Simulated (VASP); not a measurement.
Write the native input for VASP 6.6.1 that does the following.

```
Task                   : single point
Functional             : r2SCAN
Potentials or basis    : VASP PAW PBE potentials, release 64 (Ge_d)
Cutoff                 : 520 eV
k mesh                 : 8 × 6 × 1
Occupations            : fermi-dirac, width 0.02 eV
Spin                   : no spin polarisation
Dipole correction      : yes
Further INCAR settings : ALGO = Normal; EDIFF = 1e-06; NBANDS = 51
```

The system is Ge, a slab with vacuum.

```
CELL_PARAMETERS angstrom
4.01246 0.00000 0.00000
0.00000 5.67447 0.00000
0.00000 0.00000 20.01250
ATOMIC_POSITIONS crystal
Ge 0.75000 0.11860 0.40232
Ge 0.25000 0.88140 0.40232
Ge 0.25000 0.62313 0.50000
Ge 0.75000 0.37687 0.50000
Ge 0.75000 0.11860 0.59768
Ge 0.25000 0.88140 0.59768
```

One way to write it, as run:

POSCAR

```
Ge
1.0
    4.0124552875      0.0000000000      0.0000000000
    0.0000000000      5.6744686860      0.0000000000
    0.0000000000      0.0000000000     20.0125000000
Ge
6
Direct
    0.7500000000      0.1185963962      0.4023243052
    0.2500000000      0.8814036038      0.4023243052
    0.2500000000      0.6231315267      0.5000000000
    0.7500000000      0.3768684733      0.5000000000
    0.7500000000      0.1185963964      0.5976756948
    0.2500000000      0.8814036036      0.5976756948
```

INCAR.step1

```
SYSTEM = Ge
ALGO = Normal ; DIPOL = 0.5 0.5 0.500
EDIFF = 1E-4 ; ENCUT = 520
GGA = PE ; IDIPOL = 3
ISMEAR = -1 ; LASPH = .TRUE.
LCHARG = .FALSE. ; LDIPOL = .TRUE.
LREAL = .FALSE. ; LWAVE = .TRUE.
NBANDS = 51 ; NELM = 100
PREC = Accurate ; SIGMA = 0.02
```

INCAR.step2

```
SYSTEM = Ge
ALGO = Normal ; DIPOL = 0.5 0.5 0.500
EDIFF = 1E-6 ; ENCUT = 520
IDIPOL = 3 ; ISIF = 2
ISMEAR = -1 ; ISTART = 1
LASPH = .TRUE. ; LCHARG = .FALSE.
LDIPOL = .TRUE. ; LMIXTAU = .TRUE.
LREAL = .FALSE. ; LWAVE = .FALSE.
METAGGA = R2SCAN ; NBANDS = 51
NELM = 100 ; PREC = Accurate
SIGMA = 0.02
```

KPOINTS

```
k-points
0
G
  8 6 1
  0 0 0
```

Potentials or basis: VASP PAW PBE potentials, release 64 (Ge_d).

Launch:

```bash
$ cat potpaw_PBE.64/Ge_d/POTCAR > POTCAR
$ cp INCAR.step1 INCAR
$ mpirun -np 1 vasp_std > vasp.out
$ cp INCAR.step2 INCAR
$ mpirun -np 1 vasp_std > vasp.out
```

It gave:

The largest force is 0.019 eV/Å and the band gap on the k mesh is zero (bands 42 and 43 overlap by 0.29 eV).

Caveat: the PAW data sets were made with another functional, which shifts forces and pressure a little.

Wall time 21 min on 1 thread of Intel(R) Xeon(R) 6975P-C (Granite Rapids), with other jobs on the host, peak memory 0.67 GiB.
